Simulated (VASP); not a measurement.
Runs of VASP 6.6.1 on Ir. The structure is that of space group P6_3/mmc (No. 194), or close to it. The cells are those of the table. This isn't the form of Ir at room conditions, which is fcc.

```csv
cell,gap on the mesh (eV),pressure (GPa)
"a = 2.705, b = 2.705, c = 4.459 Å, angles 90.0, 90.0, 120.0°, 2 atoms",none,(a)
"a = 2.768, b = 2.768, c = 4.532 Å, angles 90.0, 90.0, 120.0°, 2 atoms",none,-26.4
"a = 2.832, b = 2.831, c = 4.313 Å, angles 90.0, 90.0, 120.0°, 2 atoms",none,-23.3
"a = 2.705, b = 2.705, c = 4.532 Å, angles 90.0, 90.0, 120.0°, 2 atoms",none,-12.2
"a = 2.768, b = 2.768, c = 4.459 Å, angles 90.0, 90.0, 120.0°, 2 atoms",none,-21.9
"a = 2.705, b = 2.705, c = 4.167 Å, angles 90.0, 90.0, 120.0°, 2 atoms",none,25.1
"a = 2.832, b = 2.831, c = 4.240 Å, angles 90.0, 90.0, 120.0°, 2 atoms",none,-17.4
"a = 2.642, b = 2.642, c = 4.606 Å, angles 90.0, 90.0, 120.0°, 2 atoms",none,1.2
"a = 2.768, b = 2.768, c = 4.386 Å, angles 90.0, 90.0, 120.0°, 2 atoms",none,(b)
"a = 2.579, b = 2.579, c = 4.459 Å, angles 90.0, 90.0, 120.0°, 2 atoms",none,(c)
"a = 2.895, b = 2.895, c = 4.167 Å, angles 90.0, 90.0, 120.0°, 2 atoms",none,-22.3
"a = 2.579, b = 2.579, c = 4.532 Å, angles 90.0, 90.0, 120.0°, 2 atoms",none,32.6
```

Alike in all rows: task single point; level LDA; potentials or basis VASP PAW LDA potentials, release 64 (Ir_sv_GW); no spin polarisation; k mesh 18 × 18 × 10; cutoff (eV) 560; smearing gaussian 0.15 eV.

Question: Estimate the missing entries.

Answer: (a) -6.7; (b) -16.5; (c) 40.6.

Caveats: spin-orbit coupling is left out, which moves the levels of the heavy elements; the cell stands under tension (at least some runs); the stress differs along the axes, from -11 to -5 GPa (at least some runs); the stress differs along the axes, from -29 to -12 GPa (at least some runs); the stress differs along the axes, from -20 to -8 GPa (at least some runs); the stress differs along the axes, from 16 to 43 GPa (at least some runs); the stress differs along the axes, from -25 to -3 GPa (at least some runs).

A k mesh can miss the band edges, and the runs leave out spin-orbit coupling on Ir.

A gap of «none» marks levels without a gap at the run's occupations.
